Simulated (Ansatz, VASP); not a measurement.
**MgO in VASP and in Ansatz**

INCAR

```
PREC = Accurate ; ENCUT = 600
EDIFF = 1E-6 ; ISMEAR = 0
SIGMA = 0.01 ; LREAL = F
LASPH = T ; NELM = 120
ALGO = Normal ; ISIF = 2
LWAVE = F ; LCHARG = F
GGA = PE ; NBANDS = 11
GGA_COMPAT = F
```

File KPOINTS:

```
regular mesh
0
Gamma
  12 12 12
```

POSCAR

```
MgO
1.0
    2.0350094275      0.0000000000      0.0000000000
    0.0000000000      2.0350094275      0.0000000000
    0.0000000000      0.0000000000      2.0350094275
Mg O
1 1
Direct
    0.0000000000      0.0000000000      0.0000000000
    0.5000000000      0.5000000000      0.5000000000
```

Input for Ansatz:

```yaml
crystal:
  lattice:
    - [2.0350094275, 0.0, 0.0]
    - [0.0, 2.0350094275, 0.0]
    - [0.0, 0.0, 2.0350094275]
  atoms:
    - { symbol: Mg, position: [0.0, 0.0, 0.0] }
    - { symbol: O, position: [0.5, 0.5, 0.5] }
scf:
  occupations: { method: fixed }
output:
  forces: true
  stress: true
  eigenvalues: true
  write_density: true
  write_potential: true
  elf: true
  volumetric_format: npy
hamiltonian:
  xc: pbe
basis:
  ecutwfc: 700
kpoints:
  mp_grid: { grid: [12, 12, 12] }
```

Alike in both runs: task single point; functional PBE; k mesh 12 × 12 × 12; no spin polarisation.

|  | VASP | Ansatz |
| --- | --- | --- |
| version | VASP 6.6.1 | Ansatz 0.2.0 |
| potentials or method | VASP PAW PBE potentials, release 64 (Mg, O), cutoff 600 eV | scalar-relativistic, plane waves, PAW |
| occupations | gaussian, width 0.01 eV | fixed |
| valence electrons in the cell | 8 | 16 |

Ansatz gave:

```
gap on the k mesh at the Fermi level (eV) : 7.80
least direct gap on the mesh (eV)         : 7.80
```

Q: Which values does VASP return?

A: gap on the k mesh at the Fermi level (eV): 7.87; least direct gap on the mesh (eV): 7.87.

VASP's potentials hold 8 valence electrons a cell and Ansatz's 16, so a difference there can come from the potentials and not from the codes.
